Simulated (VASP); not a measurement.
# Al (Cmcm) in VASP: relaxation of cell and atoms with r2SCAN

Aim: the relaxation of cell and atoms of Al with r2SCAN.

All numbers are computed with VASP 6.6.1; they aren't measurements. Logs are shortened: lines on timing, memory, paths and dates and some standing lists are left out, and cuts for length are marked.

### 1 The cell of the first run

It takes space group Cmcm (No. 63, orthorhombic). The conventional cell has a = 4.621 Å, b = 9.639 Å, c = 4.460 Å, α = 90.00°, β = 90.00°, γ = 90.00°. Within 3.5 Å of Al (site symmetry m2m) lie 2 Al at 2.66 Å.

### 2 Relaxation of cell and atoms, r2SCAN

Input file POSCAR:

```
Al
1.0
    2.3106480760     -4.8196168305      0.0000000000
    2.3106480760      4.8196168305      0.0000000000
    0.0000000000      0.0000000000      4.4598922809
Al
2
Direct
    0.9251243649      0.0748756351      0.2500000000
    0.0748756351      0.9251243649      0.7500000000
```

Input file INCAR.step1:

```
ALGO = Normal ; EDIFF = 1E-4
ENCUT = 600 ; GGA = PE
ISMEAR = 0 ; LASPH = True
LCHARG = False ; LREAL = False
LWAVE = True ; NELM = 100
PREC = Accurate ; SIGMA = 0.1
```

Input file INCAR.step2:

```
ALGO = Normal ; EDIFF = 1E-7
EDIFFG = -0.0325 ; ENCUT = 600
IBRION = 2 ; ISIF = 3
ISMEAR = 0 ; ISTART = 1
LASPH = True ; LCHARG = False
LMIXTAU = True ; LREAL = False
LWAVE = False ; METAGGA = R2SCAN
NELM = 100 ; NSW = 90
PREC = Accurate ; SIGMA = 0.1
```

Input file KPOINTS:

```
k-points
0
Gamma
  4 4 4
```

Potentials or basis: VASP PAW PBE potentials, release 64 (Al).

On the command line:

```console
$ cat potpaw_PBE.64/Al/POTCAR > POTCAR
$ cp INCAR.step1 INCAR
$ mpirun -np 1 vasp_std > vasp.out
$ cp INCAR.step2 INCAR
$ mpirun -np 1 vasp_std > vasp.out
```

OUTCAR:

```text
EDIFF = 1E-7
   EDIFFG = -0.0325
   ENCUT = 600
   IBRION = 2
   ISIF = 3
   ISMEAR = 0
   ISTART = 1
   LASPH = True
   LREAL = False
   METAGGA = R2SCAN
   NELM = 100
   NSW = 90
   PREC = Accurate

 ion  position               nearest neighbor table
   1  0.925  0.075  0.250-   2 2.66   2 2.66
   2  0.075  0.925  0.750-   1 2.66   1 2.66

  LATTYP: Found a base centered orthorhombic cell.
 ALAT       =     4.6212961520
 B/A-ratio  =     2.0858290280
 C/A-ratio  =     0.9650738958

  Lattice vectors:

 A1 = (   2.3106480760,  -4.8196168305,   0.0000000000)
 A2 = (   2.3106480760,   4.8196168305,   0.0000000000)
 A3 = (   0.0000000000,   0.0000000000,   4.4598922809)

Analysis of symmetry for initial positions (statically):
=====================================================================
 Subroutine PRICEL returns:
 Original cell was already a primitive cell.

 Routine SETGRP: Setting up the symmetry group for a
 base centered orthorhombic supercell.

 Subroutine GETGRP returns: Found  8 space group operations
 (whereof  4 operations were pure point group operations)
 out of a pool of  8 trial point group operations.

The static configuration has the point symmetry C_2h.
 The point group associated with its full space group is D_2h.

Analysis of symmetry for dynamics (positions and initial velocities):
=====================================================================
 Subroutine PRICEL returns:
 Original cell was already a primitive cell.

 Routine SETGRP: Setting up the symmetry group for a
 base centered orthorhombic supercell.

 Subroutine GETGRP returns: Found  8 space group operations
 (whereof  4 operations were pure point group operations)
 out of a pool of  8 trial point group operations.

The dynamic configuration has the point symmetry C_2h.
 The point group associated with its full space group is D_2h.

 Subroutine INISYM returns: Found  8 space group operations
 (whereof  4 operations are pure point group operations),
 and found     1 'primitive' translations

----------------------------------------------------------------------------------------

                                     Primitive cell

  volume of cell :      99.3346

  direct lattice vectors                    reciprocal lattice vectors
     2.310648076 -4.819616831  0.000000000     0.216389508 -0.103742687  0.000000000
     2.310648076  4.819616831  0.000000000     0.216389508  0.103742687  0.000000000
     0.000000000  0.000000000  4.459892281     0.000000000  0.000000000  0.224220662

  length of vectors
     5.344885492  5.344885492  4.459892281     0.239972841  0.239972841  0.224220662

  position of ions in fractional coordinates (direct lattice)
     0.925124365  0.074875635  0.250000000
     0.074875635  0.925124365  0.750000000

  ion indices of the primitive-cell ions
   primitive index   ion index
                 1           1
                 2           2

----------------------------------------------------------------------------------------

 KPOINTS: k-points

Automatic generation of k-mesh.
 Grid dimensions read from file:
 generate k-points for:    4    4    4

 Generating k-lattice:

  Cartesian coordinates                     Fractional coordinates (reciprocal lattice)
     0.054097377 -0.025935672  0.000000000     0.250000000 -0.000000000  0.000000000
     0.054097377  0.025935672  0.000000000    -0.000000000  0.250000000  0.000000000
     0.000000000  0.000000000  0.056055166     0.000000000  0.000000000  0.250000000

  Length of vectors
     0.059993210  0.059993210  0.056055166

  Shift w.r.t. Gamma in fractional coordinates (k-lattice)
     0.000000000  0.000000000  0.000000000

 Subroutine IBZKPT returns following result:
 ===========================================

 Found     21 irreducible k-points:

 Following reciprocal coordinates:
            Coordinates               Weight
  0.000000  0.000000  0.000000      1.000000
  0.250000  0.000000  0.000000      4.000000
  0.500000  0.000000  0.000000      2.000000
  0.250000  0.250000  0.000000      2.000000
  0.500000  0.250000  0.000000      4.000000
 -0.250000  0.250000  0.000000      2.000000
[... 13 lines left out ...]
 -0.250000  0.250000  0.500000      2.000000
  0.500000  0.500000  0.500000      1.000000
   k-points           NKPTS =     21   k-points in BZ     NKDIM =     21   number of bands    NBANDS=      7
   number of dos      NEDOS =    301   number of ions     NIONS =      2
   total plane-waves  NPLWV =  82944
   dimension x,y,z NGX =    48 NGY =   48 NGZ =   36
   dimension x,y,z NGXF=    96 NGYF=   96 NGZF=   72
   ions per type =               2
   NGX,Y,Z   is equivalent  to a cutoff of  14.93, 14.93, 13.42 a.u.
   NGXF,Y,Z  is equivalent  to a cutoff of  29.86, 29.86, 26.84 a.u.
 SYSTEM =  unknown system
   PREC   = accura    normal or accurate (medium, high low for compatibility)
   ISTART =      1    job   : 0-new  1-cont  2-samecut
   ICHARG =      0    charge: 1-file 2-atom 10-const
   ISPIN  =      1    spin polarized calculation?
   LNONCOLLINEAR =      F non collinear calculations
   LSORBIT =      F    spin-orbit coupling
   LASPH  =      T    aspherical Exc in radial PAW
   ENCUT  =  600.0 eV  44.10 Ry    6.64 a.u.  10.68 10.68  8.91*2*pi/ulx,y,z
   NELM   =    100;   NELMIN=  2; NELMDL=  0     # of ELM steps
   EDIFF  = 0.1E-06   stopping-criterion for ELM
   LREAL  =      F    real-space projection
   EDIFFG = -.3E-01   stopping-criterion for IOM
   NSW    =     90    number of steps for IOM
   IBRION =      2    ionic relax: 0-MD 1-quasi-New 2-CG
   NFREE  =      1    steps in history (QN), initial steepest desc. (CG)
   ISIF   =      3    stress and relaxation
   ISYM   =      2    0-nonsym 1-usesym 2-fastsym
   POTIM  = 0.5000    time-step for ionic-motion
   TEBEG  =    0.0;   TEEND  =   0.0 temperature during run
   PSTRESS=    0.0 pullay stress
   NELECT =       6.0000    total number of electrons
   NUPDOWN=      -1.0000    fix difference up-down
   EMIN   =  10.00;   EMAX   =-10.00  energy-range for DOS
   EFERMI =   0.00;   METHOD = LEGACY
   ISMEAR =     0;   SIGMA  =   0.10  broadening in eV -4-tet -1-fermi 0-gaus
   EFERMI_NEDOS =   21; number of points for ismear=-14 and -15
   IALGO  =     38    algorithm
   IMIX   =      4    mixing-type and parameters
     AMIX     =   0.40;   BMIX     =  1.00
     AMIX_MAG =   1.60;   BMIX_MAG =  1.00
  volume/ion in A,a.u.               =      49.67       335.17
  Fermi-wavevector in a.u.,A,eV,Ry     =   0.642330  1.213828  5.613602  0.412588
  Thomas-Fermi vector in A             =   1.708965
   LORBIT       =      0    0 simple, 1 ext, 2 COOP (PROOUT), +10 PAW based schemes
   METAGGA = R2SCAN    functional components
   LHFCALC =     F    Hartree Fock is set to
   AEXX    =    0.0000 exact exchange contribution
   IVDW    =     0    specifies the selected vdW correction
   LEPSILON=     F    determine dielectric tensor
   LRPA    =     F    only Hartree local field effects (RPA)
 conjugate gradient relaxation of ions
 non-spin polarized calculation
 Gauss-broadening in eV      SIGMA  =   0.10
  energy-cutoff  :      600.00
  volume of cell :       99.33
 maximum number of plane-waves:      3338
 NGX is ok and might be reduce to    48
   NGX = 21   NGY = 21   NGZ = 17

--------------------------------------- Ionic step        1  -------------------------------------------

 number of electron       6.0000000 magnetization

 Free energy of the ion-electron system (eV)
  ---------------------------------------------------
  ext. energy  EPLUGINS =         0.00000000
  ---------------------------------------------------
  free energy    TOTEN  =        -9.94356791 eV

  energy without entropy =       -9.92293196  energy(sigma->0) =       -9.93324993

------------------------ aborting loop because EDIFF is reached ----------------------------------------

  FORCE on cell =-STRESS in cart. coord.  units (eV):
  Direction    XX          YY          ZZ          XY          YZ          ZX
  --------------------------------------------------------------------------------------
  -------------------------------------------------------------------------------------
  Total       -1.8662924     -1.8343865     -2.0385153      0.0000000      0.0000000      0.0000000
  in kB      -30.1015999    -29.5869865    -32.8793993      0.0000000      0.0000000      0.0000000
  external PRESSURE =     -30.8559952 kB  Pullay stress =       0.0000000 kB
[... 89 lines left out ...]
  FREE ENERGIE OF THE ION-ELECTRON SYSTEM (eV)
  ---------------------------------------------------
  free  energy   TOTEN  =        -9.9947700331 eV

  energy  without entropy=       -9.9916478374  energy(sigma->0) =       -9.99320894

 E-fermi :   2.5909     XC(G=0):  -8.4367

 val. band max:        2.5151751721   @ k =   0.5000   0.0000   0.0000
 cond. band min:       2.6540031232   @ k =  -0.2500   0.2500   0.5000
 fundamental gap:      0.1388279511
 Fermi energy:         2.5909300294

 k-point     1 :       0.0000    0.0000    0.0000
  band No.  band energies     occupation
      1      -5.7894      2.00000
      2       3.3240      0.00000
      3       3.4998      0.00000
      4       3.5693      0.00000
      5       5.2798      0.00000
      6       6.2600      0.00000
      7       8.2817      0.00000
[... 191 lines left out ...]
 k-point    21 :       0.5000    0.5000    0.5000
  band No.  band energies     occupation
      1      -2.0297      2.00000
      2      -2.0297      2.00000
      3       1.0257      2.00000
      4       1.0257      2.00000
      5       6.7006      0.00000
      6       6.7006      0.00000
      7       9.6246      0.00000

 E-fermi :   5.4726     XC(G=0):  -9.9608

 val. band max:        5.4077814327   @ k =  -0.2500   0.2500   0.5000
 cond. band min:       5.4788912524   @ k =   0.2500   0.0000   0.2500
 fundamental gap:      0.0711098197
 Fermi energy:         5.4726476804

 k-point     1 :       0.0000    0.0000    0.0000
  band No.  band energies     occupation
      1      -4.6312      2.00000
      2       6.0926      0.00000
      3       6.8532      0.00000
      4       8.1376      0.00000
      5       8.8517      0.00000
      6      11.0546      0.00000
      7      13.2063      0.00000
[... 191 lines left out ...]
 k-point    21 :       0.5000    0.5000    0.5000
  band No.  band energies     occupation
      1       0.6913      2.00000
      2       0.6913      2.00000
      3       2.5132      2.00000
      4       2.5132      2.00000
      5      11.8995      0.00000
      6      11.8995      0.00000
      7      14.0014      0.00000

[... ionic steps 4 to 38 ...]

--------------------------------------- Ionic step       39  -------------------------------------------

 number of electron       6.0000000 magnetization

------------------------ aborting loop because EDIFF is reached ----------------------------------------
[... 67 lines left out ...]
--------------------------------------- Ionic step       41  -------------------------------------------

 number of electron       6.0000000 magnetization

 Free energy of the ion-electron system (eV)
  ---------------------------------------------------
  ext. energy  EPLUGINS =         0.00000000
  ---------------------------------------------------
  free energy    TOTEN  =       -13.27925807 eV

  energy without entropy =      -13.27569943  energy(sigma->0) =      -13.27747875

 E-fermi :   7.6255     XC(G=0): -10.8658

 val. band max:        7.6254648384   @ k =   0.5000   0.2500   0.0000
 cond. band min:       7.8645924328   @ k =   0.2500   0.2500   0.5000
 fundamental gap:      0.2391275944
 Fermi energy:         7.6255329415

 k-point     1 :       0.0000    0.0000    0.0000
  band No.  band energies     occupation
      1      -3.8977      2.00000
      2       3.6496      2.00000
      3       4.7140      2.00000
      4      13.7298      0.00000
      5      14.5465      0.00000
      6      20.3973      0.00000
      7      20.6383      0.00000
[... 227 lines left out ...]
  FREE ENERGIE OF THE ION-ELECTRON SYSTEM (eV)
  ---------------------------------------------------
  free  energy   TOTEN  =       -13.2792580733 eV

  energy  without entropy=      -13.2756994336  energy(sigma->0) =      -13.27747875

 reached required accuracy - stopping structural energy minimisation
```

Wall time 18 min (1 thread of Intel Xeon 6975P-C (Granite Rapids), shared host); peak memory 0.31 GiB.

What came out:

```yaml
Free_energy: -13.2793 eV
Relaxed_volume: 16.68 Å³/atom
Relaxed_cell: a = 3.167 Å, b = 3.167 Å, c = 4.367 Å, α = 90.00°, β = 90.00°, γ = 130.39°
Space_group_after_relaxing_to_0.05_Å: Cmcm (No. 63)
Energy_gained_by_relaxing: 1667.8 meV/atom
Ionic_steps: 41
Pressure_after_relaxing: -0.1 GPa
Band_gap_on_the_k_mesh: zero (band 3 reaches 13.67 eV, above the bottom of band 4 at 3.19 eV)
```

The path:
```
step  energy change (eV)  largest force (eV/Å)  pressure (GPa)  volume (Å³)
   1              0.0000                0.1981           -3.09        99.33
   3             -0.0512                4.9465           10.34        53.85
   5             -0.4172                2.5004            1.10        67.38
   7             -0.6296                3.0672            2.84        59.12
   9             -0.5028                6.8490           41.21        29.92
  11             -0.9981                4.9435           14.78        40.40
  13             -1.8211                3.1762           30.99        28.74
  15             -2.7775                1.4064            8.53        32.91
  17             -3.0411                0.4010           -5.12        39.17
  19             -3.1664                0.2858           -3.87        37.65
  21             -3.1813                0.2971           -4.05        37.12
  23             -3.1880                0.2838           -3.76        36.78
  25             -3.2556                0.2399           -0.05        34.30
  27             -3.2753                0.2442            3.14        32.70
  29             -3.3126                0.2259            3.20        32.23
  31             -3.3139                0.2098            3.28        32.10
  33             -3.3281                0.1757           -0.18        33.35
  35             -3.3295                0.1610           -0.26        33.40
  37             -3.3300                0.0121            0.08        33.51
  39             -3.3338                0.0643           -0.15        33.45
  41             -3.3357                0.0020           -0.06        33.36
```

Final structure:
```
Al
1.0
     1.32856   -2.87489    0.00000
     1.32856    2.87489    0.00000
     0.00000    0.00000    4.36655
Al
2
Cartesian
  1.3286 -1.9789 1.0916
  1.3286 1.9789 3.2749
```

Levels at points of the mesh, in eV from the Fermi level:
| k point | band 1 | band 2 | band 3 | band 4 | band 5 | band 6 | band 7 |
| --- | --- | --- | --- | --- | --- | --- | --- |
| (0.00, 0.00, 0.00) | -11.52 | -3.98 | -2.91 | 6.10 | 6.92 | 12.77 | 13.01 |
| (0.50, 0.00, 0.00) | -5.00 | -4.89 | 1.96 | 2.60 | 2.61 | 3.64 | 4.00 |
| (0.50, 0.50, 0.00) | -7.19 | -6.43 | -0.20 | 1.18 | 1.50 | 1.74 | 9.38 |
| (0.00, 0.00, 0.50) | -9.47 | -9.47 | 6.05 | 6.05 | 7.95 | 7.95 | 8.86 |
| (0.50, 0.00, 0.50) | -3.49 | -3.49 | -2.33 | -2.33 | 5.18 | 5.18 | 6.99 |
| (0.50, 0.50, 0.50) | -5.21 | -5.21 | -4.43 | -4.43 | 9.42 | 9.42 | 10.58 |

Caveat: the k points lie up to 0.65 Å⁻¹ apart in the final cell; the volume moved by over 15 % at a fixed basis, so the end points are rough; the PAW data sets were made with another functional, which shifts forces and pressure a little.
